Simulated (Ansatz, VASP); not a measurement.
# Al2Cu: VASP beside Ansatz

File INCAR:

```
  PREC = Accurate
  ENCUT = 600
  EDIFF = 1E-6
  ISMEAR = 0
  SIGMA = 0.1
  LREAL = False
  LASPH = True
  NELM = 80
  ALGO = Normal
  ISIF = 3
  LWAVE = False
  LCHARG = False
  GGA = PE
  IBRION = 2
  NSW = 100
  EDIFFG = -0.01
```

File KPOINTS:

```
regular mesh
0
Gamma
  12 12 6
```

The input POSCAR:

```
Al2Cu
1.0
    2.8897518974      0.0000000000      0.0000000000
   -1.4448759487      2.5025985538      0.0000000000
    0.0000000000      0.0000000000      6.1441467579
Al Cu
2 1
Direct
    0.3333333333      0.6666666667      0.8208965964
    0.6666666667      0.3333333333      0.1791034036
    0.0000000000      0.0000000000      0.5000000000
```

Input for Ansatz:

```yaml
crystal:
  lattice:
    - [2.8897518974, 0.0, 0.0]
    - [-1.4448759487, 2.5025985538, 0.0]
    - [0.0, 0.0, 6.1441467579]
  atoms:
    - { symbol: Al, position: [0.3333333333, 0.6666666667, 0.8208965964] }
    - { symbol: Al, position: [0.6666666667, 0.3333333333, 0.1791034036] }
    - { symbol: Cu, position: [0.0, 0.0, 0.5] }
basis:
  ecutwfc: 420
kpoints:
  mp_grid: { grid: [12, 12, 6] }
hamiltonian:
  xc: pbe
scf:
  occupations: { method: gaussian, width: 0.1 }
output:
  forces: true
  stress: true
  eigenvalues: true
  write_density: true
  write_potential: true
  elf: true
  volumetric_format: npy
relax:
  adjacent_minimum: "off"
  f_tol: 0.01
  max_steps: 80
  cell: { stress_tol: 0.05 }
```

Alike in both runs: task relaxation of cell and atoms; functional PBE; k mesh 12 × 12 × 6; occupations gaussian, width 0.1 eV; no spin polarisation.

|  | VASP | Ansatz |
| --- | --- | --- |
| version | VASP 6.6.1 | Ansatz 0.2.0 |
| potentials or method | VASP PAW PBE potentials, release 64 (Al, Cu), cutoff 600 eV | scalar-relativistic, plane waves, PAW |
| valence electrons in the cell | 17 | 25 |

```csv
,VASP,Ansatz,Ansatz less VASP
"gap on the k mesh at the Fermi level, each at its own relaxed structure (eV)",none,none,-
relaxed volume (Å³/atom),14.79,14.76,-0.023
relaxed length of the cell vector where the two differ most in proportion (Å),6.236,6.225,-0.0111
```

A gap of «none» marks a metal or a gap that the smearing closes. VASP's potentials hold 17 valence electrons a cell and Ansatz's 25, so a difference there can come from the potentials and not from the codes.
